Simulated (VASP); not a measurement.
A run of VASP 6.6.1 is set up as follows.

INCAR

```
PREC = Accurate
ENCUT = 520
EDIFF = 1E-7
ISMEAR = 0
SIGMA = 0.05
LREAL = False
LASPH = True
NELM = 80
ALGO = Normal
ISIF = 2
LWAVE = False
LCHARG = False
LDIPOL = True
IDIPOL = 3
DIPOL = 0.5 0.5 0.500
GGA = PS
IBRION = 2
NSW = 80
EDIFFG = -0.02
```

File KPOINTS:

```
regular mesh
0
Gamma
  15 15 1
```

File POSCAR:

```
C
1.0
    2.4589102515      0.0000000000      0.0000000000
   -1.2294551258      2.1294787434      0.0000000000
    0.0000000000      0.0000000000     25.7948886739
C
8
Direct
    0.6666666667      0.3333333333      0.2907552769
    0.3333333333      0.6666666667      0.2907779282
    0.3333333333      0.6666666667      0.4302442085
    0.0000000000      0.0000000000      0.4302668598
    0.0000000000      0.0000000000      0.5697331402
    0.6666666667      0.3333333333      0.5697557915
    0.6666666667      0.3333333333      0.7092220718
    0.3333333333      0.6666666667      0.7092447231
```

Potentials or basis: VASP PAW PBE potentials, release 64 (C).

The run is started by

```sh
$ cat potpaw_PBE.64/C/POTCAR > POTCAR
$ mpirun -np 1 vasp_std > vasp.out
```

Question: Predict the band gap on the k mesh.

Answer: Zero (filled and empty bands touch).

Forces in eV/Å, atoms in the order of the input:
```
C    0.000  0.000  0.004
C    0.000  0.000 -0.004
C    0.000  0.000 -0.002
C    0.000  0.000  0.002
C    0.000  0.000 -0.002
C    0.000  0.000  0.002
C    0.000  0.000  0.004
C    0.000  0.000 -0.004
```

Caveat: the relaxation stopped at its first step, so nothing moved; the PAW data sets were made with another functional, which shifts forces and pressure a little.
